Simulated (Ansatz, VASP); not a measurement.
## GdO2 in VASP and in Ansatz

Contents of INCAR:

```
  PREC = Accurate
  ENCUT = 520
  EDIFF = 1E-6
  ISMEAR = 1
  SIGMA = 0.05
  LREAL = False
  LASPH = True
  NELM = 150
  ALGO = Normal
  ISIF = 2
  LWAVE = False
  LCHARG = True
  ISPIN = 2
  MAGMOM = 7 -7 0 0 0 0
  LORBIT = 11
  LMAXMIX = 6
  LDAU = True
  LDAUTYPE = 2
  LDAUL = 3 -1
  LDAUU = 1 0
  LDAUJ = 0 0
  LDAUPRINT = 1
  GGA = CA
  LELF = True
  LVHAR = True
  NBANDS = 43
```

File KPOINTS:

```
Automatic mesh
0
Gamma
  7 7 4
```

File POSCAR:

```
GdO2
1.0
    3.3733800000      0.0000000000      0.0000000000
    0.0000000000      3.3733800000      0.0000000000
    0.0000000000      0.0000000000      6.4654440000
Gd O
2 4
Direct
    0.0000000000      0.5000000000      0.7321130000
    0.5000000000      0.0000000000      0.2678870000
    0.0000000000      0.0000000000      0.0000000000
    0.5000000000      0.5000000000      0.0000000000
    0.5000000000      0.0000000000      0.6354200000
    0.0000000000      0.5000000000      0.3645800000
```

Input for Ansatz:

```yaml
crystal:
  lattice:
    - [3.37338, 0.0, 0.0]
    - [0.0, 3.37338, 0.0]
    - [0.0, 0.0, 6.465444]
  atoms:
    - { symbol: Gd, position: [0.0, 0.5, 0.7321129999999999], spin: 7.0 }
    - { symbol: Gd, position: [0.5, 0.0, 0.267887], spin: -7.0 }
    - { symbol: O, position: [0.0, 0.0, 0.0], spin: 0.0 }
    - { symbol: O, position: [0.5, 0.5, 0.0], spin: 0.0 }
    - { symbol: O, position: [0.5, 0.0, 0.6354200000000001], spin: 0.0 }
    - { symbol: O, position: [0.0, 0.5, 0.36458], spin: 0.0 }
kpoints:
  mp_grid:
    grid: [7, 7, 4]
hamiltonian:
  xc: lda
  hubbard:
    - { species: Gd, l: f, u_eff: 1.0 }
magnetization:
  spin_polarized: true
scf:
  convergence:
    dr2_threshold: 1.0e-07
  occupations:
    method: methfessel_paxton
    width: 0.05
output:
  eigenvalues: true
```

Alike in both runs: task single point; functional LDA; k mesh 7 × 7 × 4; occupations methfessel-paxton of order 1, width 0.05 eV; collinear spin; Hubbard terms Gd f U = 1.0 eV.

|  | VASP | Ansatz |
| --- | --- | --- |
| version | VASP 6.6.1 | Ansatz 0.2.0 |
| potentials or method | VASP PAW PBE potentials, release 64 (Gd, O) | plane waves, PAW |
| plane-wave cutoff (eV) | 520 | 420 |
| valence electrons in the cell | 60 | 60 |

Ansatz gave:

* gap on the k mesh at the Fermi level (eV): none
* net moment per atom (μB): 0.00
* size of the moment on the site where the two differ most (μB): 6.82

Question: What did VASP give for the same quantities?

Answer: gap on the k mesh at the Fermi level (eV): none; net moment per atom (μB): 0.00; size of the moment on the site where the two differ most (μB): 6.79.

VASP's potentials were made for PBE, not for LDA. LDA's correlation is that of Perdew and Zunger in VASP and of Perdew and Wang (1992) in Ansatz. Site moments also hang on the region over which each program counts them. The programs project onto different local orbitals, so the same U acts differently, and such runs can settle in different states. A gap of «none» marks a metal or a gap that the smearing closes. Ansatz's warnings: filled band counts differ across k points, stability check not made.

Spin-orbit coupling is off throughout.
